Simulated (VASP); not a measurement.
# WS2 in VASP: further runs

Runs on WS2. Level: PBEsol. Tasks: single point.

All numbers are computed with VASP 6.6.1; they aren't measurements. Logs are shortened: lines on timing, memory, paths and dates and some standing lists are left out, and cuts for length are marked.

### 1 The cell of the first run

The cell holds a slab with vacuum, 6 atoms: a = 2.989 Å, b = 2.989 Å, c = 22.392 Å, α = 90.00°, β = 90.00°, γ = 120.00°.

### 2 Single point, PBEsol

File INCAR:

```
PREC = Accurate ; ENCUT = 500
EDIFF = 1E-6 ; ISMEAR = 0
SIGMA = 0.05 ; LREAL = False
LASPH = True ; NELM = 120
ALGO = Normal ; ISIF = 2
LWAVE = False ; LCHARG = True
GGA = PS ; LELF = True
LVHAR = True ; NBANDS = 35
GGA_COMPAT = False
```

File KPOINTS:

```
Automatic mesh
0
Gamma
  12 12 2
```

File POSCAR:

```
WS2
1.0
    2.9887617869      0.0000000000      0.0000000000
   -1.4943808934      2.5883436334      0.0000000000
    0.0000000000      0.0000000000     22.3924157133
W S
2 4
Direct
    0.3333333333      0.6666666667      0.6345659624
    0.6666666667      0.3333333333      0.3654340376
    0.3333333333      0.6666666667      0.2989660749
    0.6666666667      0.3333333333      0.5680485953
    0.3333333333      0.6666666667      0.4319514047
    0.6666666667      0.3333333333      0.7010339251
```

Potentials or basis: VASP PAW PBE potentials, release 64 (W_sv, S).

Started as:

```console
cat potpaw_PBE.64/W_sv/POTCAR potpaw_PBE.64/S/POTCAR > POTCAR
mpirun -np 1 vasp_std > vasp.out
```

OUTCAR:

```text
PREC = Accurate
   ENCUT = 500
   EDIFF = 1E-6
   ISMEAR = 0
   LREAL = False
   LASPH = True
   NELM = 120
   ISIF = 2
   GGA = PS

 ion  position               nearest neighbor table
   1  0.333  0.667  0.635-   6 2.28   6 2.28   6 2.28   4 2.28   4 2.28   4 2.28
   2  0.667  0.333  0.365-   3 2.28   3 2.28   3 2.28   5 2.28   5 2.28   5 2.28
   3  0.333  0.667  0.299-   2 2.28   2 2.28   2 2.28
   4  0.667  0.333  0.568-   1 2.28   1 2.28   1 2.28
   5  0.333  0.667  0.432-   2 2.28   2 2.28   2 2.28
   6  0.667  0.333  0.701-   1 2.28   1 2.28   1 2.28

  LATTYP: Found a hexagonal cell.
 ALAT       =     2.9887617869
 C/A-ratio  =     7.4922049029

  Lattice vectors:

 A1 = (   2.9887617869,   0.0000000000,   0.0000000000)
 A2 = (  -1.4943808934,   2.5883436334,   0.0000000000)
 A3 = (   0.0000000000,   0.0000000000,  22.3924157133)

Analysis of symmetry for initial positions (statically):
=====================================================================
 Subroutine PRICEL returns:
 Original cell was already a primitive cell.

 Routine SETGRP: Setting up the symmetry group for a
 hexagonal supercell.

 Subroutine GETGRP returns: Found 12 space group operations
 (whereof 12 operations were pure point group operations)
 out of a pool of 24 trial point group operations.

The static configuration has the point symmetry D_3d.

Analysis of symmetry for dynamics (positions and initial velocities):
=====================================================================
 Subroutine PRICEL returns:
 Original cell was already a primitive cell.

 Routine SETGRP: Setting up the symmetry group for a
 hexagonal supercell.

 Subroutine GETGRP returns: Found 12 space group operations
 (whereof 12 operations were pure point group operations)
 out of a pool of 24 trial point group operations.

The dynamic configuration has the point symmetry D_3d.

 Subroutine INISYM returns: Found 12 space group operations
 (whereof 12 operations are pure point group operations),
 and found     1 'primitive' translations

----------------------------------------------------------------------------------------

                                     Primitive cell

  volume of cell :     173.2264

  direct lattice vectors                    reciprocal lattice vectors
     2.988761787  0.000000000  0.000000000     0.334586719  0.193173732  0.000000000
    -1.494380893  2.588343633  0.000000000     0.000000000  0.386347464  0.000000000
     0.000000000  0.000000000 22.392415713     0.000000000  0.000000000  0.044657978

  length of vectors
     2.988761787  2.988761787 22.392415713     0.386347464  0.386347464  0.044657978

  position of ions in fractional coordinates (direct lattice)
     0.333333333  0.666666667  0.634565962
     0.666666667  0.333333333  0.365434038
     0.333333333  0.666666667  0.298966075
     0.666666667  0.333333333  0.568048595
     0.333333333  0.666666667  0.431951405
     0.666666667  0.333333333  0.701033925

  ion indices of the primitive-cell ions
   primitive index   ion index
                 1           1
                 2           2
                 3           3
                 4           4
                 5           5
                 6           6

----------------------------------------------------------------------------------------

 KPOINTS: Automatic mesh

Automatic generation of k-mesh.
 Grid dimensions read from file:
 generate k-points for:   12   12    2

 Generating k-lattice:

  Cartesian coordinates                     Fractional coordinates (reciprocal lattice)
     0.027882227  0.016097811  0.000000000     0.083333333 -0.000000000  0.000000000
     0.000000000  0.032195622  0.000000000     0.000000000  0.083333333  0.000000000
     0.000000000  0.000000000  0.022328989     0.000000000  0.000000000  0.500000000

  Length of vectors
     0.032195622  0.032195622  0.022328989

  Shift w.r.t. Gamma in fractional coordinates (k-lattice)
     0.000000000  0.000000000  0.000000000

 Subroutine IBZKPT returns following result:
 ===========================================

 Found     38 irreducible k-points:

 Following reciprocal coordinates:
            Coordinates               Weight
  0.000000  0.000000  0.000000      1.000000
  0.083333 -0.000000  0.000000      6.000000
  0.166667 -0.000000  0.000000      6.000000
  0.250000 -0.000000  0.000000      6.000000
  0.333333 -0.000000  0.000000      6.000000
  0.416667 -0.000000  0.000000      6.000000
[... 16 lines left out ...]
  0.250000 -0.000000  0.500000      6.000000
  0.333333 -0.000000  0.500000      6.000000
 [... further k-points ...]
   k-points           NKPTS =     38   k-points in BZ     NKDIM =     38   number of bands    NBANDS=     35
   number of dos      NEDOS =    301   number of ions     NIONS =      6
   total plane-waves  NPLWV =  96768
   dimension x,y,z NGX =    24 NGY =   24 NGZ =  168
   dimension x,y,z NGXF=    48 NGYF=   48 NGZF=  336
   ions per type =               2   4
   NGX,Y,Z   is equivalent  to a cutoff of  13.35, 13.35, 12.47 a.u.
   NGXF,Y,Z  is equivalent  to a cutoff of  26.70, 26.70, 24.95 a.u.
 SYSTEM =  unknown system
   PREC   = accura    normal or accurate (medium, high low for compatibility)
   ISTART =      0    job   : 0-new  1-cont  2-samecut
   ICHARG =      2    charge: 1-file 2-atom 10-const
   ISPIN  =      1    spin polarized calculation?
   LNONCOLLINEAR =      F non collinear calculations
   LSORBIT =      F    spin-orbit coupling
   LASPH  =      T    aspherical Exc in radial PAW
   ENCUT  =  500.0 eV  36.75 Ry    6.06 a.u.   5.45  5.45 40.83*2*pi/ulx,y,z
   NELM   =    120;   NELMIN=  2; NELMDL= -5     # of ELM steps
   EDIFF  = 0.1E-05   stopping-criterion for ELM
   LREAL  =      F    real-space projection
   EDIFFG = 0.1E-04   stopping-criterion for IOM
   NSW    =      0    number of steps for IOM
   IBRION =     -1    ionic relax: 0-MD 1-quasi-New 2-CG
   NFREE  =      0    steps in history (QN), initial steepest desc. (CG)
   ISIF   =      2    stress and relaxation
   ISYM   =      2    0-nonsym 1-usesym 2-fastsym
   POTIM  = 0.5000    time-step for ionic-motion
   TEBEG  =    0.0;   TEEND  =   0.0 temperature during run
   PSTRESS=    0.0 pullay stress
   NELECT =      52.0000    total number of electrons
   NUPDOWN=      -1.0000    fix difference up-down
   EMIN   =  10.00;   EMAX   =-10.00  energy-range for DOS
   EFERMI =   0.00;   METHOD = LEGACY
   ISMEAR =     0;   SIGMA  =   0.05  broadening in eV -4-tet -1-fermi 0-gaus
   EFERMI_NEDOS =   21; number of points for ismear=-14 and -15
   IALGO  =     38    algorithm
   IMIX   =      4    mixing-type and parameters
     AMIX     =   0.40;   BMIX     =  1.00
     AMIX_MAG =   1.60;   BMIX_MAG =  1.00
  volume/ion in A,a.u.               =      28.87       194.83
  Fermi-wavevector in a.u.,A,eV,Ry     =   1.096153  2.071429 16.348102  1.201552
  Thomas-Fermi vector in A             =   2.232490
   LORBIT       =      0    0 simple, 1 ext, 2 COOP (PROOUT), +10 PAW based schemes
   GGA     = PS    functional components
   LHFCALC =     F    Hartree Fock is set to
   AEXX    =    0.0000 exact exchange contribution
   IVDW    =     0    specifies the selected vdW correction
   LEPSILON=     F    determine dielectric tensor
   LRPA    =     F    only Hartree local field effects (RPA)
 non-spin polarized calculation
 Gauss-broadening in eV      SIGMA  =   0.05
  energy-cutoff  :      500.00
  volume of cell :      173.23
 maximum number of plane-waves:      4510
 NGX is ok and might be reduce to    24
   NGX = 11   NGY = 11   NGZ = 81

 number of electron      51.9999998 magnetization

 Free energy of the ion-electron system (eV)
  ---------------------------------------------------
  ext. energy  EPLUGINS =         0.00000000
  ---------------------------------------------------
  free energy    TOTEN  =       -49.01206674 eV

  energy without entropy =      -49.01206674  energy(sigma->0) =      -49.01206674

 E-fermi :   2.5362     XC(G=0):  -6.7389

 val. band max:        2.2739199475   @ k =   0.0000   0.0000   0.0000
 cond. band min:       3.8490515577   @ k =   0.1667   0.1667   0.0000
 fundamental gap:      1.5751316102
 Fermi energy:         2.5361620952

 k-point     1 :       0.0000    0.0000    0.0000
  band No.  band energies     occupation
      1     -71.6538      2.00000
      2     -71.6538      2.00000
      3     -36.1827      2.00000
      4     -36.1827      2.00000
      5     -35.7719      2.00000
      6     -35.7719      2.00000
[... 27 lines left out ...]
     34       5.8430      0.00000
     35       7.1129      0.00000

 k-point     2 :       0.0833   -0.0000    0.0000
  band No.  band energies     occupation
      1     -71.6509      2.00000
      2     -71.6509      2.00000
      3     -36.1734      2.00000
      4     -36.1734      2.00000
      5     -35.8204      2.00000
      6     -35.8204      2.00000
[... 27 lines left out ...]
     34       5.6973      0.00000
     35       7.2909      0.00000

 k-point     3 :       0.1667   -0.0000    0.0000
  band No.  band energies     occupation
      1     -71.6429      2.00000
      2     -71.6429      2.00000
      3     -36.1479      2.00000
      4     -36.1479      2.00000
      5     -35.9508      2.00000
      6     -35.9508      2.00000
[... 27 lines left out ...]
     34       6.3443      0.00000
     35       7.7569      0.00000
[... 723 lines left out ...]
 k-point    23 :       0.2500   -0.0000    0.5000
  band No.  band energies     occupation
      1     -71.6320      2.00000
      2     -71.6320      2.00000
      3     -36.1248      2.00000
      4     -36.1248      2.00000
      5     -36.1129      2.00000
      6     -36.1129      2.00000
[... 27 lines left out ...]
     34       7.0440      0.00000
     35       8.4388      0.00000

 k-point    24 :       0.3333   -0.0000    0.5000
  band No.  band energies     occupation
      1     -71.6211      2.00000
      2     -71.6211      2.00000
      3     -36.2941      2.00000
      4     -36.2941      2.00000
      5     -36.0777      2.00000
      6     -36.0776      2.00000
[... 27 lines left out ...]
     34       7.5260      0.00000
     35       8.8970      0.00000

 [... further k-points ...]

------------------------ aborting loop because EDIFF is reached ----------------------------------------

  FORCE on cell =-STRESS in cart. coord.  units (eV):
  Direction    XX          YY          ZZ          XY          YZ          ZX
  --------------------------------------------------------------------------------------
  -------------------------------------------------------------------------------------
  Total       20.2257605     20.2257605     21.4633429      0.0000000      0.0000000     -0.0000000
  in kB      187.0687561    187.0687561    198.5151986      0.0000000      0.0000000     -0.0000000
  external PRESSURE =     190.8842369 kB  Pullay stress =       0.0000000 kB

 VOLUME and BASIS-vectors are now :
 -----------------------------------------------------------------------------
  energy-cutoff  :      500.00
  volume of cell :      173.23
      direct lattice vectors                 reciprocal lattice vectors
     2.988761787  0.000000000  0.000000000     0.334586719  0.193173732  0.000000000
    -1.494380893  2.588343633  0.000000000     0.000000000  0.386347464  0.000000000
     0.000000000  0.000000000 22.392415713     0.000000000  0.000000000  0.044657978

 POSITION                                       TOTAL-FORCE (eV/Angst)
 -----------------------------------------------------------------------------------
     -0.00000      1.72556     14.20946        -0.000000     -0.000000      0.010439
      1.49438      0.86278      8.18295        -0.000000      0.000000     -0.010439
     -0.00000      1.72556      6.69457        -0.000000     -0.000000     -3.572132
      1.49438      0.86278     12.71998         0.000000      0.000000     -3.510324
     -0.00000      1.72556      9.67244         0.000000      0.000000      3.510324
      1.49438      0.86278     15.69784         0.000000      0.000000      3.572132
 -----------------------------------------------------------------------------------
    total drift:                                0.000000     -0.000000      0.000000

  FREE ENERGIE OF THE ION-ELECTRON SYSTEM (eV)
  ---------------------------------------------------
  free  energy   TOTEN  =       -49.0120667432 eV

  energy  without entropy=      -49.0120667432  energy(sigma->0) =      -49.01206674
```

It took 7.7 min on 1 thread of Oxide Virtual Turin-like, shared host; peak memory 0.37 GiB.

What came out:

```yaml
Free_energy: -49.0121 eV
Largest_force: 3.572 eV/Å
Band_gap_on_the_k_mesh: 1.58 eV (least direct gap 2.30 eV)
```

Forces in eV/Å, atoms in the order of the input:
```
W    0.000  0.000  0.010
W    0.000  0.000 -0.010
S    0.000  0.000 -3.572
S    0.000  0.000 -3.510
S    0.000  0.000  3.510
S    0.000  0.000  3.572
```

Levels at points of the mesh, in eV from the valence-band top:
| k point | band 22 | band 23 | band 24 | band 25 | band 26 | band 27 | band 28 | band 29 | band 30 | band 31 |
| --- | --- | --- | --- | --- | --- | --- | --- | --- | --- | --- |
| (0.00, 0.00, 0.00) | -2.15 | -2.13 | -2.13 | -0.95 | 0.00 | 3.07 | 3.07 | 3.07 | 3.07 | 3.48 |
| (0.50, 0.00, 0.00) | -2.70 | -1.53 | -1.49 | -1.44 | -1.44 | 3.28 | 3.30 | 3.50 | 3.75 | 3.88 |
| (0.00, 0.00, 0.50) | -2.15 | -2.13 | -2.13 | -0.95 | 0.00 | 3.07 | 3.07 | 3.07 | 3.07 | 3.48 |
| (0.50, 0.00, 0.50) | -2.70 | -1.53 | -1.49 | -1.44 | -1.44 | 3.28 | 3.30 | 3.50 | 3.75 | 3.88 |

Caveat: there is no dipole correction, which matters where the two faces differ; the PAW data sets were made with another functional, which shifts forces and pressure a little; spin-orbit coupling is left out, which moves the levels of the heavy elements.

### 3 Single point, PBEsol

This run uses another cell than the first one.

File INCAR:

```
SYSTEM = WS2
ALGO = Normal ; EDIFF = 1E-6
ENCUT = 500 ; GGA = PS
GGA_COMPAT = .False. ; ISIF = 2
ISMEAR = 0 ; LASPH = .True.
LCHARG = .False. ; LREAL = .False.
LWAVE = .False. ; NBANDS = 35
NELM = 120 ; PREC = Accurate
SIGMA = 0.05
```

File KPOINTS:

```
k-points
0
Gamma
  12 12 2
  0 0 0
```

POSCAR, as its differences from that of step 2:

```diff
@@ -2,5 +2,5 @@
 1.0
-    2.9887617869      0.0000000000      0.0000000000
-   -1.4943808934      2.5883436334      0.0000000000
-    0.0000000000      0.0000000000     22.3924157133
+    3.2247166648      0.0000000000      0.0000000000
+   -1.6123583324      2.7926865518      0.0000000000
+    0.0000000000      0.0000000000     24.1602380064
 W S
```

Potentials or basis: VASP PAW PBE potentials, release 64 (W_sv, S).

Started as:

```console
cat potpaw_PBE.64/W_sv/POTCAR potpaw_PBE.64/S/POTCAR > POTCAR
mpirun -np 1 vasp_std > vasp.out
```

Wall time 9.2 min (1 thread of Oxide Virtual Turin-like, shared host); peak memory 0.4 GiB.

Results (log left out):

| Property | Result |
| --- | --- |
| Free energy | -50.2428 eV |
| Largest force | 1.213 eV/Å |
| Band gap on the k mesh | 1.50 eV (least direct gap 1.73 eV) |

Forces in eV/Å, atoms in the order of the input:
```
W    0.000  0.000 -0.001
W    0.000  0.000  0.001
S    0.000  0.000  1.213
S    0.000  0.000  1.197
S    0.000  0.000 -1.197
S    0.000  0.000 -1.213
```

Levels at points of the mesh, in eV from the valence-band top:
```
           k point  band 24  band 25  band 26  band 27  band 28  band 29
(0.00, 0.00, 0.00)    -1.72    -0.48     0.00     2.52     2.52     2.53
(0.50, 0.00, 0.00)    -1.41    -1.17    -1.11     2.47     2.48     2.83
(0.00, 0.00, 0.50)    -1.72    -0.48     0.00     2.52     2.52     2.53
(0.50, 0.00, 0.50)    -1.41    -1.17    -1.11     2.47     2.48     2.83
```

Caveat: there is no dipole correction, which matters where the two faces differ; the PAW data sets were made with another functional, which shifts forces and pressure a little; spin-orbit coupling is left out, which moves the levels of the heavy elements.

### 4 Single point, PBEsol

This run uses another cell than the first one.

File INCAR:

```
SYSTEM = WS2
ALGO = Normal ; EDIFF = 1E-6
ENCUT = 500 ; GGA = PS
GGA_COMPAT = .FALSE. ; ISIF = 2
ISMEAR = 0 ; LASPH = .TRUE.
LCHARG = .FALSE. ; LREAL = .FALSE.
LWAVE = .FALSE. ; NBANDS = 35
NELM = 120 ; PREC = Accurate
SIGMA = 0.05
```

File KPOINTS:

```
k-points
0
G
  12 12 2
  0 0 0
```

POSCAR, as its differences from that of step 3:

```diff
@@ -2,5 +2,5 @@
 1.0
-    3.2247166648      0.0000000000      0.0000000000
-   -1.6123583324      2.7926865518      0.0000000000
-    0.0000000000      0.0000000000     24.1602380064
+    3.3033682908      0.0000000000      0.0000000000
+   -1.6516841454      2.8608008579      0.0000000000
+    0.0000000000      0.0000000000     24.7495121041
 W S
```

Started as:

```console
cat potpaw_PBE.64/W_sv/POTCAR potpaw_PBE.64/S/POTCAR > POTCAR
mpirun -np 1 vasp_std > vasp.out
```

Run time: 13 min. Hardware: 1 thread of Oxide Virtual Turin-like, shared host; peak memory 0.42 GiB.

The run converged. Its results:

```yaml
Free_energy: -49.4727 eV
Largest_force: 2.167 eV/Å
Band_gap_on_the_k_mesh: 1.43 eV (least direct gap 1.57 eV)
```

Forces on the atoms (eV/Å):
```
W    0.000  0.000 -0.002
W    0.000  0.000  0.002
S    0.000  0.000  2.167
S    0.000  0.000  2.141
S    0.000  0.000 -2.141
S    0.000  0.000 -2.167
```

Levels at points of the mesh, in eV from the valence-band top:
| k point | band 22 | band 23 | band 24 | band 25 | band 26 | band 27 | band 28 | band 29 | band 30 | band 31 |
| --- | --- | --- | --- | --- | --- | --- | --- | --- | --- | --- |
| (0.00, 0.00, 0.00) | -1.62 | -1.61 | -1.61 | -0.37 | 0.00 | 2.32 | 2.32 | 2.35 | 2.35 | 2.36 |
| (0.50, 0.00, 0.00) | -2.23 | -1.43 | -1.37 | -1.04 | -0.99 | 2.24 | 2.25 | 2.58 | 2.65 | 3.26 |
| (0.00, 0.00, 0.50) | -1.62 | -1.61 | -1.61 | -0.37 | 0.00 | 2.32 | 2.32 | 2.35 | 2.35 | 2.36 |
| (0.50, 0.00, 0.50) | -2.23 | -1.43 | -1.37 | -1.04 | -0.99 | 2.24 | 2.25 | 2.58 | 2.65 | 3.26 |

Caveat: there is no dipole correction, which matters where the two faces differ; the PAW data sets were made with another functional, which shifts forces and pressure a little; spin-orbit coupling is left out, which moves the levels of the heavy elements.

### 5 Summary

| cell | gap on the mesh (eV) | largest force (eV/Å) |
| --- | --- | --- |
| a = 2.989, b = 2.989, c = 22.392 Å, angles 90.0, 90.0, 120.0°, 6 atoms | 1.58 | 3.57 |
| a = 3.225, b = 3.225, c = 24.160 Å, angles 90.0, 90.0, 120.0°, 6 atoms | 1.50 | 1.21 |
| a = 3.303, b = 3.303, c = 24.750 Å, angles 90.0, 90.0, 120.0°, 6 atoms | 1.43 | 2.17 |

Alike in all rows: task single point; level PBEsol; potentials or basis VASP PAW PBE potentials, release 64 (W_sv, S); no spin polarisation; k mesh 12 × 12 × 2; cutoff (eV) 500; smearing gaussian 0.05 eV.

Caveats: there is no dipole correction, which matters where the two faces differ; the PAW data sets were made with another functional, which shifts forces and pressure a little; spin-orbit coupling is left out, which moves the levels of the heavy elements.

Total energies depend on the potentials used, so only differences within one code and one set of settings carry meaning.
